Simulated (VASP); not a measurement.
Input of a VASP 6.6.1 run:

File INCAR:

```
PREC = Accurate
ENCUT = 520
EDIFF = 1E-6
ISMEAR = 0
SIGMA = 0.15
LREAL = False
LASPH = True
NELM = 100
ALGO = Normal
ISIF = 2
LWAVE = False
LCHARG = False
GGA = PE
NBANDS = 22
```

KPOINTS

```
Automatic mesh
0
Gamma
  8 8 8
```

POSCAR

```
InSb3
1.0
    4.8138627010      0.1124036941      0.1124036941
    0.1124036941      4.8138627010      0.1124036941
    0.1124036941      0.1124036941      4.8138627010
In Sb
1 3
Direct
    0.0000000000      0.0000000000      0.0000000000
    0.5000000000      0.0000000000      0.5000000000
    0.0000000000      0.5000000000      0.5000000000
    0.5000000000      0.5000000000      0.0000000000
```

Potentials or basis: VASP PAW PBE potentials, release 64 (In_d, Sb).

Command:

```console
$ cat potpaw_PBE.64/In_d/POTCAR potpaw_PBE.64/Sb/POTCAR > POTCAR
$ mpirun -np 1 vasp_std > vasp.out
```

(1) Predict the band gap on the k mesh.

(2) Estimate the pressure.

Results:

(1) zero (band 14 reaches 10.89 eV, above the bottom of band 15 at 6.84 eV).

(2) 0.2 GPa.

Caveat: spin-orbit coupling is left out, which moves the levels of the heavy elements.
